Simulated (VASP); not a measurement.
# As8Pb (P-3m1) in VASP: a series of runs

The runs below take As8Pb through single point, relaxation of cell and atoms, with PBE+D3(BJ).

Program: VASP 6.6.1. These are calculated values, not measurements. Logs are shortened: lines on timing, memory, paths and dates and some standing lists are left out, and cuts for length are marked.

### 1 The cell of the first run

Symmetry: P-3m1, No. 164, trigonal system. Conventional cell: a = 7.519 Å, b = 7.519 Å, c = 4.650 Å, α = 90.00°, β = 90.00°, γ = 120.00°. As (site symmetry m) has 3 As at 2.52 Å and 1 Pb at 2.75 Å within 3.3 Å. Within 3.3 Å of As (site symmetry 3m) lie 3 As at 2.52 Å. Pb (site symmetry -3m) has 12 As at 2.75 to 3.67 Å within 3.7 Å.

### 2 Single point, PBE+D3(BJ)

Contents of INCAR:

```
ALGO = Normal ; EDIFF = 1E-6
ENCUT = 520 ; GGA = PE
ISIF = 2 ; ISMEAR = 0
IVDW = 12 ; LASPH = T
LCHARG = T ; LELF = T
LREAL = F ; LVHAR = T
LWAVE = F ; NBANDS = 37
NELM = 60 ; PREC = Accurate
SIGMA = 0.1
```

Contents of KPOINTS:

```
k-points
0
Gamma
  3 3 4
```

Contents of POSCAR:

```
As8Pb
1.0
    7.5189980600      0.0000000000      0.0000000000
   -3.7594990300      6.5116433300      0.0000000000
    0.0000000000      0.0000000000      4.6502556600
As Pb
8 1
Direct
    0.8333333300      0.6666666700      0.1368895500
    0.8333333300      0.1666666700      0.1368895500
    0.3333333300      0.6666666700      0.1368895500
    0.3333333300      0.1666666700      0.1368895500
    0.6666666700      0.8333333300      0.8631104500
    0.6666666700      0.3333333300      0.8631104500
    0.1666666700      0.8333333300      0.8631104500
    0.1666666700      0.3333333300      0.8631104500
    0.0000000000      0.0000000000      0.5000000000
```

Potentials or basis: VASP PAW PBE potentials, release 64 (As, Pb_d).

Started as:

```sh
cat potpaw_PBE.64/As/POTCAR potpaw_PBE.64/Pb_d/POTCAR > POTCAR
mpirun -np 1 vasp_std > vasp.out
```

OUTCAR:

```text
EDIFF = 1E-6
   ENCUT = 520
   GGA = PE
   ISIF = 2
   ISMEAR = 0
   IVDW = 12
   LASPH = T
   LREAL = F
   NELM = 60
   PREC = Accurate
 IVDW          = 12

 ion  position               nearest neighbor table
   1  0.833  0.667  0.137-   5 2.52   6 2.52   7 2.52   9 2.75
   2  0.833  0.167  0.137-   6 2.52   5 2.52   8 2.52   9 2.75
   3  0.333  0.667  0.137-   7 2.52   8 2.52   5 2.52
   4  0.333  0.167  0.137-   8 2.52   7 2.52   6 2.52   9 2.75
   5  0.667  0.833  0.863-   1 2.52   2 2.52   3 2.52   9 2.75
   6  0.667  0.333  0.863-   2 2.52   1 2.52   4 2.52
   7  0.167  0.833  0.863-   3 2.52   4 2.52   1 2.52   9 2.75
   8  0.167  0.333  0.863-   4 2.52   3 2.52   2 2.52   9 2.75
   9  0.000  0.000  0.500-   1 2.75   8 2.75   5 2.75   4 2.75   7 2.75   2 2.75

  LATTYP: Found a hexagonal cell.
 ALAT       =     7.5189980600
 C/A-ratio  =     0.6184674637

  Lattice vectors:

 A1 = (   7.5189980600,   0.0000000000,   0.0000000000)
 A2 = (  -3.7594990300,   6.5116433300,   0.0000000000)
 A3 = (   0.0000000000,   0.0000000000,   4.6502556600)

Analysis of symmetry for initial positions (statically):
=====================================================================
 Subroutine PRICEL returns:
 Original cell was already a primitive cell.

 Routine SETGRP: Setting up the symmetry group for a
 hexagonal supercell.

 Subroutine GETGRP returns: Found 12 space group operations
 (whereof 12 operations were pure point group operations)
 out of a pool of 24 trial point group operations.

The static configuration has the point symmetry D_3d.

Analysis of symmetry for dynamics (positions and initial velocities):
=====================================================================
 Subroutine PRICEL returns:
 Original cell was already a primitive cell.

 Routine SETGRP: Setting up the symmetry group for a
 hexagonal supercell.

 Subroutine GETGRP returns: Found 12 space group operations
 (whereof 12 operations were pure point group operations)
 out of a pool of 24 trial point group operations.

The dynamic configuration has the point symmetry D_3d.

 Subroutine INISYM returns: Found 12 space group operations
 (whereof 12 operations are pure point group operations),
 and found     1 'primitive' translations

----------------------------------------------------------------------------------------

                                     Primitive cell

  volume of cell :     227.6813

  direct lattice vectors                    reciprocal lattice vectors
     7.518998060  0.000000000  0.000000000     0.132996443  0.076785532  0.000000000
    -3.759499030  6.511643330  0.000000000     0.000000000  0.153571065  0.000000000
     0.000000000  0.000000000  4.650255660     0.000000000  0.000000000  0.215041940

  length of vectors
     7.518998060  7.518998059  4.650255660     0.153571065  0.153571065  0.215041940

  position of ions in fractional coordinates (direct lattice)
     0.833333330  0.666666670  0.136889550
     0.833333330  0.166666670  0.136889550
     0.333333330  0.666666670  0.136889550
     0.333333330  0.166666670  0.136889550
     0.666666670  0.833333330  0.863110450
     0.666666670  0.333333330  0.863110450
     0.166666670  0.833333330  0.863110450
     0.166666670  0.333333330  0.863110450
     0.000000000  0.000000000  0.500000000

  ion indices of the primitive-cell ions
   primitive index   ion index
                 1           1
                 2           2
                 3           3
                 4           4
                 5           5
                 6           6
                 7           7
                 8           8
                 9           9

----------------------------------------------------------------------------------------

 KPOINTS: k-points

Automatic generation of k-mesh.
 Grid dimensions read from file:
 generate k-points for:    3    3    4

 Generating k-lattice:

  Cartesian coordinates                     Fractional coordinates (reciprocal lattice)
     0.044332148  0.025595177  0.000000000     0.333333333  0.000000000  0.000000000
     0.000000000  0.051190355  0.000000000     0.000000000  0.333333333  0.000000000
     0.000000000  0.000000000  0.053760485     0.000000000  0.000000000  0.250000000

  Length of vectors
     0.051190355  0.051190355  0.053760485

  Shift w.r.t. Gamma in fractional coordinates (k-lattice)
     0.000000000  0.000000000  0.000000000

 Subroutine IBZKPT returns following result:
 ===========================================

 Found     10 irreducible k-points:

 Following reciprocal coordinates:
            Coordinates               Weight
  0.000000  0.000000  0.000000      1.000000
  0.333333  0.000000  0.000000      6.000000
  0.333333  0.333333  0.000000      2.000000
  0.000000  0.000000  0.250000      2.000000
  0.333333  0.000000  0.250000      6.000000
  0.000000  0.333333  0.250000      6.000000
  0.333333  0.333333  0.250000      4.000000
  0.000000  0.000000  0.500000      1.000000
  0.333333  0.000000  0.500000      6.000000
  0.333333  0.333333  0.500000      2.000000
   k-points           NKPTS =     10   k-points in BZ     NKDIM =     10   number of bands    NBANDS=     37
   number of dos      NEDOS =    301   number of ions     NIONS =      9
   total plane-waves  NPLWV = 112896
   dimension x,y,z NGX =    56 NGY =   56 NGZ =   36
   dimension x,y,z NGXF=   112 NGYF=  112 NGZF=   72
   ions per type =               8   1
   NGX,Y,Z   is equivalent  to a cutoff of  12.38, 12.38, 12.87 a.u.
   NGXF,Y,Z  is equivalent  to a cutoff of  24.76, 24.76, 25.74 a.u.
 SYSTEM =  unknown system
   PREC   = accura    normal or accurate (medium, high low for compatibility)
   ISTART =      0    job   : 0-new  1-cont  2-samecut
   ICHARG =      2    charge: 1-file 2-atom 10-const
   ISPIN  =      1    spin polarized calculation?
   LNONCOLLINEAR =      F non collinear calculations
   LSORBIT =      F    spin-orbit coupling
   LASPH  =      T    aspherical Exc in radial PAW
   ENCUT  =  520.0 eV  38.22 Ry    6.18 a.u.  13.98 13.98  8.65*2*pi/ulx,y,z
   NELM   =     60;   NELMIN=  2; NELMDL= -5     # of ELM steps
   EDIFF  = 0.1E-05   stopping-criterion for ELM
   LREAL  =      F    real-space projection
   EDIFFG = 0.1E-04   stopping-criterion for IOM
   NSW    =      0    number of steps for IOM
   IBRION =     -1    ionic relax: 0-MD 1-quasi-New 2-CG
   NFREE  =      0    steps in history (QN), initial steepest desc. (CG)
   ISIF   =      2    stress and relaxation
   ISYM   =      2    0-nonsym 1-usesym 2-fastsym
   POTIM  = 0.5000    time-step for ionic-motion
   TEBEG  =    0.0;   TEEND  =   0.0 temperature during run
   PSTRESS=    0.0 pullay stress
   NELECT =      54.0000    total number of electrons
   NUPDOWN=      -1.0000    fix difference up-down
   EMIN   =  10.00;   EMAX   =-10.00  energy-range for DOS
   EFERMI =   0.00;   METHOD = LEGACY
   ISMEAR =     0;   SIGMA  =   0.10  broadening in eV -4-tet -1-fermi 0-gaus
   EFERMI_NEDOS =   21; number of points for ismear=-14 and -15
   IALGO  =     38    algorithm
   IMIX   =      4    mixing-type and parameters
     AMIX     =   0.40;   BMIX     =  1.00
     AMIX_MAG =   1.60;   BMIX_MAG =  1.00
  volume/ion in A,a.u.               =      25.30       170.72
  Fermi-wavevector in a.u.,A,eV,Ry     =   1.013360  1.914972 13.971793  1.026898
  Thomas-Fermi vector in A             =   2.146524
   LORBIT       =      0    0 simple, 1 ext, 2 COOP (PROOUT), +10 PAW based schemes
   GGA     = PE    functional components
   LHFCALC =     F    Hartree Fock is set to
   AEXX    =    0.0000 exact exchange contribution
   IVDW    =    12    specifies the selected vdW correction
   LEPSILON=     F    determine dielectric tensor
   LRPA    =     F    only Hartree local field effects (RPA)
 non-spin polarized calculation
 Gauss-broadening in eV      SIGMA  =   0.10
  energy-cutoff  :      520.00
  volume of cell :      227.68
 maximum number of plane-waves:      6156
 NGX is ok and might be reduce to    56
   NGX = 27   NGY = 27   NGZ = 17

 number of electron      53.9999995 magnetization

 Free energy of the ion-electron system (eV)
  ---------------------------------------------------
  ext. energy  EPLUGINS =         0.00000000
  ---------------------------------------------------
  free energy    TOTEN  =       -38.35603928 eV

  energy without entropy =      -38.32351074  energy(sigma->0) =      -38.33977501

 E-fermi :   4.8185     XC(G=0):  -9.2592

 val. band max:        4.7920365453   @ k =   0.3333   0.0000   0.0000
 cond. band min:       4.8336649967   @ k =   0.3333   0.3333   0.2500
 fundamental gap:      0.0416284513
 Fermi energy:         4.8184772694

 k-point     1 :       0.0000    0.0000    0.0000
  band No.  band energies     occupation
      1     -12.8661      2.00000
      2     -12.8661      2.00000
      3     -12.7141      2.00000
      4     -12.7057      2.00000
      5     -12.7057      2.00000
      6     -10.2378      2.00000
[... 29 lines left out ...]
     36       8.1635      0.00000
     37       8.1688      0.00000

 k-point     2 :       0.3333    0.0000    0.0000
  band No.  band energies     occupation
      1     -12.8665      2.00000
      2     -12.8660      2.00000
      3     -12.7138      2.00000
      4     -12.7057      2.00000
      5     -12.7056      2.00000
      6      -9.9577      2.00000
[... 29 lines left out ...]
     36       7.3336      0.00000
     37       7.9158      0.00000
[... 278 lines left out ...]
     36       8.2751      0.00000
     37       8.6827      0.00000

 k-point    10 :       0.3333    0.3333    0.5000
  band No.  band energies     occupation
      1     -12.9040      2.00000
      2     -12.9040      2.00000
      3     -12.7096      2.00000
      4     -12.7096      2.00000
      5     -12.6734      2.00000
      6      -9.0496      2.00000
[... 29 lines left out ...]
     36       8.5950      0.00000
     37       8.9770      0.00000

------------------------ aborting loop because EDIFF is reached ----------------------------------------

 Edisp (eV)   -3.28235

 E8    (eV) :    -1.4204

  FORCE on cell =-STRESS in cart. coord.  units (eV):
  Direction    XX          YY          ZZ          XY          YZ          ZX
  --------------------------------------------------------------------------------------
  -------------------------------------------------------------------------------------
  Total       4.58258     4.58258     9.42078     0.00000     0.00000     0.00000
  in kB      32.24729    32.24729    66.29337     0.00000     0.00000     0.00000
  external pressure =       43.60 kB  Pullay stress =        0.00 kB

 VOLUME and BASIS-vectors are now :
 -----------------------------------------------------------------------------
  energy-cutoff  :      520.00
  volume of cell :      227.68
      direct lattice vectors                 reciprocal lattice vectors
     7.518998060  0.000000000  0.000000000     0.132996443  0.076785532  0.000000000
    -3.759499030  6.511643330  0.000000000     0.000000000  0.153571065  0.000000000
     0.000000000  0.000000000  4.650255660     0.000000000  0.000000000  0.215041940

 POSITION                                       TOTAL-FORCE (eV/Angst)
 -----------------------------------------------------------------------------------
      3.75950      4.34110      0.63657         0.000000     -0.830976     -0.106833
      5.63925      1.08527      0.63657        -0.719646      0.415488     -0.106833
     -0.00000      4.34110      0.63657         0.000000     -0.000000      0.784738
      1.87975      1.08527      0.63657         0.719646      0.415488     -0.106833
      1.87975      5.42637      4.01368        -0.719646     -0.415488      0.106833
      3.75950      2.17055      4.01368         0.000000     -0.000000     -0.784738
     -1.87975      5.42637      4.01368         0.719646     -0.415488      0.106833
      0.00000      2.17055      4.01368        -0.000000      0.830976      0.106833
      0.00000      0.00000      2.32513         0.000000     -0.000000      0.000000
 -----------------------------------------------------------------------------------
    total drift:                               -0.000000     -0.000000      0.000000

  FREE ENERGIE OF THE ION-ELECTRON SYSTEM (eV)
  ---------------------------------------------------
  free  energy   TOTEN  =       -41.6383908671 eV

  energy  without entropy=      -41.6058623296  energy(sigma->0) =      -41.62212660
```

It took 48 s on 1 thread of Intel Xeon 6975P-C (Granite Rapids), shared host; peak memory 0.35 GiB.

What came out:

- Free energy: -41.6384 eV
- Pressure: 4.4 GPa
- Largest force: 0.838 eV/Å
- Band gap on the k mesh: zero (bands 27 and 28 overlap by 1.19 eV)
- Dispersion energy per atom: -0.365 eV

Forces on the atoms (eV/Å):
```
As   0.000 -0.831 -0.107
As  -0.720  0.415 -0.107
As   0.000  0.000  0.785
As   0.720  0.415 -0.107
As  -0.720 -0.415  0.107
As   0.000  0.000 -0.785
As   0.720 -0.415  0.107
As   0.000  0.831  0.107
Pb   0.000  0.000  0.000
```

Stress tensor (GPa, compression positive):
```
3.22 0.00 0.00
0.00 3.22 0.00
0.00 0.00 6.63
```

Caveat: the cell stands under pressure; spin-orbit coupling is left out, which moves the levels of the heavy elements.

### 3 Single point, PBE+D3(BJ)

This run uses another cell than the first one, of 26.13 Å³/atom.

Contents of INCAR:

```
SYSTEM = As8Pb
  ALGO = Normal
  EDIFF = 1E-7
  ENCUT = 520
  GGA = PE
  ISIF = 2
  ISMEAR = 0
  IVDW = 12
  LASPH = .TRUE.
  LCHARG = .FALSE.
  LREAL = .FALSE.
  LWAVE = .FALSE.
  NBANDS = 37
  NELM = 100
  PREC = Accurate
  SIGMA = 0.1
```

Contents of KPOINTS:

```
k-points
0
G
  3 3 4
  0 0 0
```

Contents of POSCAR:

```
As8Pb
1.0
    7.1991427657      0.0000000000      0.0000000000
   -3.5995713828      6.2346405205      0.0000000000
    0.0000000000      0.0000000000      5.2404759737
As Pb
8 1
Direct
    0.8238349717      0.6476699435      0.1137650267
    0.8238349717      0.1761650283      0.1137650267
    0.3333333333      0.6666666667      0.1952563499
    0.3523300565      0.1761650283      0.1137650267
    0.6476699435      0.8238349717      0.8862349733
    0.6666666667      0.3333333333      0.8047436501
    0.1761650283      0.8238349717      0.8862349733
    0.1761650283      0.3523300565      0.8862349733
    0.0000000000      0.0000000000      0.5000000000
```

Potentials or basis: VASP PAW PBE potentials, release 64 (As, Pb_d).

Started as:

```sh
cat potpaw_PBE.64/As/POTCAR potpaw_PBE.64/Pb_d/POTCAR > POTCAR
mpirun -np 1 vasp_std > vasp.out
```

OUTCAR:

```text
SYSTEM = As8Pb
   EDIFF = 1E-7
   ENCUT = 520
   GGA = PE
   ISIF = 2
   ISMEAR = 0
   IVDW = 12
   LASPH = .TRUE.
   LREAL = .FALSE.
   NELM = 100
   PREC = Accurate
 IVDW          = 12

 ion  position               nearest neighbor table
   1  0.824  0.648  0.114-   5 2.50   7 2.50   6 2.54   9 2.99
   2  0.824  0.176  0.114-   5 2.50   8 2.50   6 2.54   9 2.99
   3  0.333  0.667  0.195-   7 2.54   8 2.54   5 2.54
   4  0.352  0.176  0.114-   8 2.50   7 2.50   6 2.54   9 2.99
   5  0.648  0.824  0.886-   1 2.50   2 2.50   3 2.54   9 2.99
   6  0.667  0.333  0.805-   2 2.54   1 2.54   4 2.54
[... 606 lines left out ...]
  in kB       3.39803     3.39803     5.40938     0.00000    -0.00000     0.00000
  external pressure =        4.07 kB  Pullay stress =        0.00 kB

 VOLUME and BASIS-vectors are now :
 -----------------------------------------------------------------------------
  energy-cutoff  :      520.00
  volume of cell :      235.21
      direct lattice vectors                 reciprocal lattice vectors
     7.199142766  0.000000000  0.000000000     0.138905427  0.080197086  0.000000000
    -3.599571383  6.234640521  0.000000000     0.000000000  0.160394171  0.000000000
     0.000000000  0.000000000  5.240475974     0.000000000  0.000000000  0.190822361

 POSITION                                       TOTAL-FORCE (eV/Angst)
 -----------------------------------------------------------------------------------
      3.59957      4.03799      0.59618        -0.000000     -0.037333      0.094114
      5.29679      1.09833      0.59618        -0.032331      0.018667      0.094114
     -0.00000      4.15643      1.02324         0.000000      0.000000      0.032442
      1.90236      1.09833      0.59618         0.032331      0.018667      0.094114
      1.69722      5.13631      4.64429        -0.032331     -0.018667     -0.094114
      3.59957      2.07821      4.21724         0.000000     -0.000000     -0.032442
     -1.69722      5.13631      4.64429         0.032331     -0.018667     -0.094114
      0.00000      2.19665      4.64429         0.000000      0.037333     -0.094114
      0.00000      0.00000      2.62024         0.000000      0.000000      0.000000
 -----------------------------------------------------------------------------------
    total drift:                                0.000000      0.000000     -0.000000

  FREE ENERGIE OF THE ION-ELECTRON SYSTEM (eV)
  ---------------------------------------------------
  free  energy   TOTEN  =       -42.6288070751 eV

  energy  without entropy=      -42.6056615630  energy(sigma->0) =      -42.61723432
```

OSZICAR:

```text
N       E                     dE             d eps       ncg     rms          rms(c)
DAV:   1     0.369013012180E+03    0.36901E+03   -0.21828E+04   740   0.127E+03
DAV:   2     0.140794728117E+01   -0.36761E+03   -0.35181E+03   830   0.281E+02
DAV:   3    -0.382592551556E+02   -0.39667E+02   -0.38881E+02   976   0.979E+01
DAV:   4    -0.396637610815E+02   -0.14045E+01   -0.13941E+01   928   0.203E+01
DAV:   5    -0.397164280388E+02   -0.52667E-01   -0.52580E-01  1075   0.398E+00    0.657E+00
DAV:   6    -0.395060157912E+02    0.21041E+00   -0.29967E-01   976   0.333E+00    0.385E+00
DAV:   7    -0.394530511798E+02    0.52965E-01   -0.26553E-01   966   0.237E+00    0.465E-01
DAV:   8    -0.394512402941E+02    0.18109E-02   -0.41401E-02   891   0.136E+00    0.123E-01
DAV:   9    -0.394515609616E+02   -0.32067E-03   -0.27012E-03   963   0.295E-01    0.807E-02
DAV:  10    -0.394516212885E+02   -0.60327E-04   -0.30806E-04  1091   0.100E-01    0.293E-02
DAV:  11    -0.394516470000E+02   -0.25711E-04   -0.81928E-05   971   0.680E-02    0.670E-03
DAV:  12    -0.394516477809E+02   -0.78094E-06   -0.87357E-06   902   0.169E-02    0.261E-03
DAV:  13    -0.394516483667E+02   -0.58576E-06   -0.18923E-06   891   0.558E-03    0.103E-03
DAV:  14    -0.394516484195E+02   -0.52826E-07   -0.13164E-07   702   0.242E-03
   1 F= -.42628807E+02 E0= -.42617234E+02  d E =-.231455E-01
```

stdout:

```text
POSCAR found type information on POSCAR AsPb
 POSCAR found :  2 types and       9 ions
 scaLAPACK will be used
 LDA part: xc-table for (Slater+PW92), standard interpolation
 POSCAR, INCAR and KPOINTS ok, starting setup
 FFT: planning ... GRIDC
 FFT: planning ... GRID_SOFT
 FFT: planning ... GRID
 WAVECAR not read
 entering main loop
```

Run time: 54 s. Hardware: 1 thread of Intel Xeon 6975P-C (Granite Rapids), shared host; peak memory 0.37 GiB.

Results:

| Property | Result |
| --- | --- |
| Free energy | -42.6288 eV |
| Pressure | 0.4 GPa |
| Largest force | 0.101 eV/Å |
| Band gap on the k mesh | zero (bands 27 and 28 overlap by 1.25 eV) |
| Dispersion energy per atom | -0.353 eV |

Forces on the atoms (eV/Å):
```
As   0.000 -0.037  0.094
As  -0.032  0.019  0.094
As   0.000  0.000  0.032
As   0.032  0.019  0.094
As  -0.032 -0.019 -0.094
As   0.000  0.000 -0.032
As   0.032 -0.019 -0.094
As   0.000  0.037 -0.094
Pb   0.000  0.000  0.000
```

Levels at points of the mesh, in eV from the Fermi level:
| k point | band 23 | band 24 | band 25 | band 26 | band 27 | band 28 | band 29 | band 30 | band 31 | band 32 |
| --- | --- | --- | --- | --- | --- | --- | --- | --- | --- | --- |
| (0.00, 0.00, 0.00) | -2.51 | -2.18 | -1.06 | -1.06 | -0.60 | -0.60 | -0.26 | 0.38 | 0.38 | 1.22 |
| (0.00, 0.00, 0.50) | -1.62 | -1.28 | -1.06 | -1.06 | 0.23 | 0.32 | 0.32 | 0.75 | 1.68 | 1.68 |

Caveat: spin-orbit coupling is left out, which moves the levels of the heavy elements.

[end of part 1 of 2]

The gap in the log of VASP goes by the Fermi energy; the results here count the filled bands.